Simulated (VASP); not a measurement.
# CdSe (F-43m) in VASP: a series of runs

CdSe is run at these levels: PBEsol, revPBE, RPBE; tasks: single point.

Program: VASP 6.6.1. These are calculated values, not measurements. Logs are shortened: lines on timing, memory, paths and dates and some standing lists are left out, and cuts for length are marked.

## 1. The cell of the first run

It takes space group F-43m (No. 216, cubic). Conventional cell: a = 6.141 Å, b = 6.141 Å, c = 6.141 Å, α = 90.00°, β = 90.00°, γ = 90.00°. Cd (site symmetry -43m) has 4 Se at 2.66 Å within 3.5 Å. Within 3.5 Å of Se (site symmetry -43m) lie 4 Cd at 2.66 Å.

## 2. Single point, PBEsol

File INCAR:

```
SYSTEM = CdSe
PREC     = Accurate       ! precision mode
ENCUT    = 520            ! plane-wave cutoff, eV
EDIFF    = 1E-6           ! SCF threshold, eV
ISMEAR   = 0              ! smearing method
SIGMA    = 0.01           ! smearing width, eV
LREAL    = .FALSE.        ! projectors in reciprocal space
LASPH    = .TRUE.         ! aspherical terms in the spheres
NELM     = 80             ! most SCF steps
ALGO     = Normal         ! electronic algorithm
ISIF     = 2              ! what is computed and relaxed
LWAVE    = .FALSE.        ! write WAVECAR
LCHARG   = .FALSE.        ! write CHGCAR
GGA      = PS             ! functional
NBANDS   = 16             ! bands
```

File KPOINTS:

```
Automatic mesh
0
G
  6 6 6
  0 0 0
```

File POSCAR:

```
CdSe
1.0
    4.3420190000      0.0000000000      0.0000000000
    2.1710095000      3.7602987577      0.0000000000
    2.1710095000      1.2534329192      3.5452436678
Cd Se
1 1
Direct
    0.0000000000      0.0000000000      0.0000000000
    0.7500000000      0.7500000000      0.7500000000
```

Potentials or basis: VASP PAW PBE potentials, release 64 (Cd, Se).

Command:

```bash
> cat potpaw_PBE.64/Cd/POTCAR potpaw_PBE.64/Se/POTCAR > POTCAR
> mpirun -np 1 vasp_std > vasp.out
```

OUTCAR:

```text
SYSTEM = CdSe
   PREC = Accurate
   ENCUT = 520
   EDIFF = 1E-6
   ISMEAR = 0
   LREAL = .FALSE.
   LASPH = .TRUE.
   NELM = 80
   ISIF = 2
   GGA = PS

 ion  position               nearest neighbor table
   1  0.000  0.000  0.000-   2 2.66   2 2.66   2 2.66   2 2.66
   2  0.750  0.750  0.750-   1 2.66   1 2.66   1 2.66   1 2.66

  LATTYP: Found a face centered cubic cell.
 ALAT       =     6.1405421579

  Lattice vectors:

 A1 = (   4.3420190000,   0.0000000000,   0.0000000000)
 A2 = (   2.1710095000,   3.7602987577,   0.0000000000)
 A3 = (   2.1710095000,   1.2534329192,   3.5452436678)

Analysis of symmetry for initial positions (statically):
=====================================================================
 Subroutine PRICEL returns:
 Original cell was already a primitive cell.

 Routine SETGRP: Setting up the symmetry group for a
 face centered cubic supercell.

 Subroutine GETGRP returns: Found 24 space group operations
 (whereof 24 operations were pure point group operations)
 out of a pool of 48 trial point group operations.

The static configuration has the point symmetry T_d .

Analysis of symmetry for dynamics (positions and initial velocities):
=====================================================================
 Subroutine PRICEL returns:
 Original cell was already a primitive cell.

 Routine SETGRP: Setting up the symmetry group for a
 face centered cubic supercell.

 Subroutine GETGRP returns: Found 24 space group operations
 (whereof 24 operations were pure point group operations)
 out of a pool of 48 trial point group operations.

The dynamic configuration has the point symmetry T_d .

 Subroutine INISYM returns: Found 24 space group operations
 (whereof 24 operations are pure point group operations),
 and found     1 'primitive' translations

----------------------------------------------------------------------------------------

                                     Primitive cell

  volume of cell :      57.8842

  direct lattice vectors                    reciprocal lattice vectors
     4.342019000  0.000000000  0.000000000     0.230307606 -0.132968158 -0.094022686
     2.171009500  3.760298758  0.000000000     0.000000000  0.265936316 -0.094022686
     2.171009500  1.253432919  3.545243668     0.000000000  0.000000000  0.282068059

  length of vectors
     4.342019000  4.342019000  4.342019000     0.282068059  0.282068059  0.282068059

[... 70 lines left out ...]
   NELM   =     80;   NELMIN=  2; NELMDL= -5     # of ELM steps
   EDIFF  = 0.1E-05   stopping-criterion for ELM
   LREAL  =      F    real-space projection
   EDIFFG = 0.1E-04   stopping-criterion for IOM
   NSW    =      0    number of steps for IOM
   IBRION =     -1    ionic relax: 0-MD 1-quasi-New 2-CG
   NFREE  =      0    steps in history (QN), initial steepest desc. (CG)
   ISIF   =      2    stress and relaxation
   ISYM   =      2    0-nonsym 1-usesym 2-fastsym
   POTIM  = 0.5000    time-step for ionic-motion
   TEBEG  =    0.0;   TEEND  =   0.0 temperature during run
   PSTRESS=    0.0 pullay stress
   NELECT =      18.0000    total number of electrons
   NUPDOWN=      -1.0000    fix difference up-down
   EMIN   =  10.00;   EMAX   =-10.00  energy-range for DOS
   EFERMI =   0.00;   METHOD = LEGACY
   ISMEAR =     0;   SIGMA  =   0.01  broadening in eV -4-tet -1-fermi 0-gaus
   EFERMI_NEDOS =   21; number of points for ismear=-14 and -15
   IALGO  =     38    algorithm
   IMIX   =      4    mixing-type and parameters
     AMIX     =   0.40;   BMIX     =  1.00
     AMIX_MAG =   1.60;   BMIX_MAG =  1.00
  volume/ion in A,a.u.               =      28.94       195.31
  Fermi-wavevector in a.u.,A,eV,Ry     =   1.109121  2.095935 16.737200  1.230149
  Thomas-Fermi vector in A             =   2.245657
   LORBIT       =      0    0 simple, 1 ext, 2 COOP (PROOUT), +10 PAW based schemes
   GGA     = PS    functional components
   LHFCALC =     F    Hartree Fock is set to
   AEXX    =    0.0000 exact exchange contribution
   IVDW    =     0    specifies the selected vdW correction
   LEPSILON=     F    determine dielectric tensor
   LRPA    =     F    only Hartree local field effects (RPA)
 non-spin polarized calculation
 Gauss-broadening in eV      SIGMA  =   0.01
  energy-cutoff  :      520.00
  volume of cell :       57.88
 maximum number of plane-waves:      1588
   NGX = 17   NGY = 17   NGZ = 17

 number of electron      18.0000008 magnetization

 Free energy of the ion-electron system (eV)
  ---------------------------------------------------
  ext. energy  EPLUGINS =         0.00000000
  ---------------------------------------------------
  free energy    TOTEN  =        -6.16848908 eV

  energy without entropy =       -6.16848908  energy(sigma->0) =       -6.16848908

 E-fermi :   0.7090     XC(G=0):  -8.9680

 val. band max:        0.5930040653   @ k =   0.0000   0.0000   0.0000
 cond. band min:       1.0171797071   @ k =   0.0000   0.0000   0.0000
 fundamental gap:      0.4241756419
 Fermi energy:         0.7089971545

 k-point     1 :       0.0000    0.0000    0.0000
  band No.  band energies     occupation
      1     -11.8728      2.00000
      2      -7.2288      2.00000
      3      -7.2288      2.00000
      4      -7.2288      2.00000
      5      -6.8781      2.00000
      6      -6.8781      2.00000
[... 281 lines left out ...]
      3      -7.0358      2.00000
      4      -6.9376      2.00000
      5      -6.8521      2.00000
      6      -6.4569      2.00000
[... 8 lines left out ...]
     15      13.1995      0.00000
     16      13.3880      0.00000

------------------------ aborting loop because EDIFF is reached ----------------------------------------

  FORCE on cell =-STRESS in cart. coord.  units (eV):
  Direction    XX          YY          ZZ          XY          YZ          ZX
  --------------------------------------------------------------------------------------
  -------------------------------------------------------------------------------------
  Total       -0.3987276     -0.3987276     -0.3987276     -0.0000000      0.0000000     -0.0000000
  in kB      -11.0363813    -11.0363813    -11.0363813     -0.0000000      0.0000000     -0.0000000
  external PRESSURE =     -11.0363813 kB  Pullay stress =       0.0000000 kB

 VOLUME and BASIS-vectors are now :
 -----------------------------------------------------------------------------
  energy-cutoff  :      520.00
  volume of cell :       57.88
      direct lattice vectors                 reciprocal lattice vectors
     4.342019000  0.000000000  0.000000000     0.230307606 -0.132968158 -0.094022686
     2.171009500  3.760298758  0.000000000     0.000000000  0.265936316 -0.094022686
     2.171009500  1.253432919  3.545243668     0.000000000  0.000000000  0.282068059

 POSITION                                       TOTAL-FORCE (eV/Angst)
 -----------------------------------------------------------------------------------
      0.00000      0.00000      0.00000         0.000000      0.000000      0.000000
      6.51303      3.76030      2.65893        -0.000000     -0.000000     -0.000000
 -----------------------------------------------------------------------------------
    total drift:                                0.000001      0.000000      0.000000

  FREE ENERGIE OF THE ION-ELECTRON SYSTEM (eV)
  ---------------------------------------------------
  free  energy   TOTEN  =        -6.1684890755 eV

  energy  without entropy=       -6.1684890755  energy(sigma->0) =       -6.16848908
```

stdout:

```text
POSCAR found type information on POSCAR CdSe
 POSCAR found :  2 types and       2 ions
 scaLAPACK will be used
 -----------------------------------------------------------------------------
|                                                                             |
|                                                                             |
|     You enforced a specific xc type in the INCAR file but a different       |
|     I HOPE YOU KNOW WHAT YOU ARE DOING!                                     |
|                                                                             |
 -----------------------------------------------------------------------------

 LDA part: xc-table for (Slater+PW92), standard interpolation
 POSCAR, INCAR and KPOINTS ok, starting setup
 FFT: planning ... GRIDC
 FFT: planning ... GRID_SOFT
 FFT: planning ... GRID
 WAVECAR not read
 entering main loop
```

Run time: 5.9 s. Hardware: 1 thread of Intel Xeon 6975P-C, shared host; peak memory 0.18 GiB.

What came out:

```
Free energy            : -6.1685 eV
Pressure               : -1.1 GPa
Band gap on the k mesh : 0.42 eV, direct
```

Levels at points of the mesh, in eV from the valence-band top:
| k point | band 7 | band 8 | band 9 | band 10 | band 11 | band 12 |
| --- | --- | --- | --- | --- | --- | --- |
| (0.00, 0.00, 0.00) | 0.00 | 0.00 | 0.00 | 0.42 | 5.85 | 5.85 |
| (0.50, 0.00, 0.00) | -4.29 | -0.72 | -0.72 | 2.25 | 6.35 | 6.35 |
| (0.50, 0.50, 0.00) | -4.00 | -1.78 | -1.78 | 3.05 | 3.64 | 8.85 |

Caveat: the PAW data sets were made with another functional, which shifts forces and pressure a little.

## 3. Single point, revPBE

File INCAR:

```
SYSTEM = CdSe
ALGO = Normal
EDIFF = 1E-6
ENCUT = 520
GGA = RE
ISIF = 2
ISMEAR = 0
LASPH = .True.
LCHARG = .False.
LREAL = .False.
LWAVE = .False.
NBANDS = 16
NELM = 60
PREC = Accurate
SIGMA = 0.01
```

File KPOINTS:

```
k-points
0
Gamma
  6 6 6
  0 0 0
```

POSCAR is that of step 2.

Potentials or basis: VASP PAW PBE potentials, release 64 (Cd, Se).

Command:

```bash
> cat potpaw_PBE.64/Cd/POTCAR potpaw_PBE.64/Se/POTCAR > POTCAR
> mpirun -np 1 vasp_std > vasp.out
```

OUTCAR:

```text
SYSTEM = CdSe
   EDIFF = 1E-6
   ENCUT = 520
   GGA = RE
   ISIF = 2
   ISMEAR = 0
   LASPH = .True.
   LREAL = .False.
   NELM = 60
   PREC = Accurate

 ion  position               nearest neighbor table
   1  0.000  0.000  0.000-   2 2.66   2 2.66   2 2.66   2 2.66
   2  0.750  0.750  0.750-   1 2.66   1 2.66   1 2.66   1 2.66

  LATTYP: Found a face centered cubic cell.
 ALAT       =     6.1405421579

  Lattice vectors:

 A1 = (   4.3420190000,   0.0000000000,   0.0000000000)
[... 478 lines left out ...]

------------------------ aborting loop because EDIFF is reached ----------------------------------------

  FORCE on cell =-STRESS in cart. coord.  units (eV):
  Direction    XX          YY          ZZ          XY          YZ          ZX
  --------------------------------------------------------------------------------------
  -------------------------------------------------------------------------------------
  Total        1.0729631      1.0729631      1.0729631     -0.0000000     -0.0000000     -0.0000000
  in kB       29.6985470     29.6985470     29.6985470     -0.0000000     -0.0000000     -0.0000000
  external PRESSURE =      29.6985470 kB  Pullay stress =       0.0000000 kB

 VOLUME and BASIS-vectors are now :
 -----------------------------------------------------------------------------
  energy-cutoff  :      520.00
  volume of cell :       57.88
      direct lattice vectors                 reciprocal lattice vectors
     4.342019000  0.000000000  0.000000000     0.230307606 -0.132968158 -0.094022686
     2.171009500  3.760298758  0.000000000     0.000000000  0.265936316 -0.094022686
     2.171009500  1.253432919  3.545243668     0.000000000  0.000000000  0.282068059

 POSITION                                       TOTAL-FORCE (eV/Angst)
 -----------------------------------------------------------------------------------
      0.00000      0.00000      0.00000        -0.000000      0.000000     -0.000000
      6.51303      3.76030      2.65893         0.000000     -0.000000      0.000000
 -----------------------------------------------------------------------------------
    total drift:                                0.000001      0.000001      0.000000

  FREE ENERGIE OF THE ION-ELECTRON SYSTEM (eV)
  ---------------------------------------------------
  free  energy   TOTEN  =        -4.9109199086 eV

  energy  without entropy=       -4.9109199086  energy(sigma->0) =       -4.91091991
```

stdout:

```text
POSCAR found type information on POSCAR CdSe
 POSCAR found :  2 types and       2 ions
 scaLAPACK will be used
 -----------------------------------------------------------------------------
|                                                                             |
|                                                                             |
|     You enforced a specific xc type in the INCAR file but a different       |
|     I HOPE YOU KNOW WHAT YOU ARE DOING!                                     |
|                                                                             |
 -----------------------------------------------------------------------------

 LDA part: xc-table for (Slater+PW92), standard interpolation
 POSCAR, INCAR and KPOINTS ok, starting setup
 FFT: planning ... GRIDC
 FFT: planning ... GRID_SOFT
 FFT: planning ... GRID
 WAVECAR not read
 entering main loop
```

Run time: 7.4 s. Hardware: 1 thread of Intel Xeon 6975P-C, shared host; peak memory 0.18 GiB.

What came out:

| Item | Value |
| --- | --- |
| Free energy | -4.9109 eV |
| Pressure | 3.0 GPa |
| Band gap on the k mesh | 0.68 eV, direct |

Levels at points of the mesh, in eV from the valence-band top:
```
           k point  band 6  band 7  band 8  band 9  band 10  band 11  band 12  band 13
(0.00, 0.00, 0.00)   -7.51    0.00    0.00    0.00     0.68     5.99     5.99     5.99
(0.50, 0.00, 0.00)   -7.23   -4.18   -0.70   -0.70     2.45     6.50     6.50     7.50
(0.50, 0.50, 0.00)   -7.17   -3.92   -1.74   -1.74     3.32     3.80     9.14    10.13
```

Caveat: the PAW data sets were made with another functional, which shifts forces and pressure a little. As with any semilocal functional, this revPBE gap is likely too small.

## 4. Single point, RPBE

File INCAR:

```
PREC = Accurate
ENCUT = 520
EDIFF = 1E-6
ISMEAR = 0
SIGMA = 0.01
LREAL = F
LASPH = T
NELM = 60
ALGO = Normal
ISIF = 2
LWAVE = F
LCHARG = F
GGA = RP
NBANDS = 16
```

File KPOINTS:

```
regular mesh
0
Gamma
  6 6 6
```

POSCAR is that of step 3.

Command:

```bash
> cat potpaw_PBE.64/Cd/POTCAR potpaw_PBE.64/Se/POTCAR > POTCAR
> mpirun -np 1 vasp_std > vasp.out
```

It took 6.5 s on 1 thread of Intel Xeon 6975P-C, shared host; peak memory 0.18 GiB.

It converged, with:

| Item | Value |
| --- | --- |
| Free energy | -4.8311 eV |
| Pressure | 3.5 GPa |
| Band gap on the k mesh | 0.72 eV, direct |

Levels at points of the mesh, in eV from the valence-band top:
| k point | band 7 | band 8 | band 9 | band 10 | band 11 | band 12 |
| --- | --- | --- | --- | --- | --- | --- |
| (0.00, 0.00, 0.00) | 0.00 | 0.00 | 0.00 | 0.72 | 6.01 | 6.01 |
| (0.50, 0.00, 0.00) | -4.17 | -0.70 | -0.70 | 2.49 | 6.52 | 6.52 |
| (0.50, 0.50, 0.00) | -3.91 | -1.74 | -1.74 | 3.37 | 3.83 | 9.19 |

Caveat: the PAW data sets were made with another functional, which shifts forces and pressure a little. As with any semilocal functional, this RPBE gap is likely too small.

## 5. The runs side by side

```csv
level,gap on the mesh (eV),pressure (GPa)
PBEsol,0.42,-1.1
revPBE,0.68,3.0
RPBE,0.72,3.5
```

Alike in all rows: task single point; potentials or basis VASP PAW PBE potentials, release 64 (Cd, Se); no spin polarisation; cell as given; k mesh 6 × 6 × 6; cutoff (eV) 520; smearing gaussian 0.01 eV.

On the cell as given the gap runs from 0.42 eV (PBEsol) to 0.72 eV (RPBE). The pressure there spans -1.1 GPa (PBEsol) to 3.5 GPa (RPBE); a positive pressure means that this level wants a larger cell, a negative one a smaller.

Caveats: the PAW data sets were made with another functional, which shifts forces and pressure a little.

Absolute energies hang on the potentials; compare differences alone.
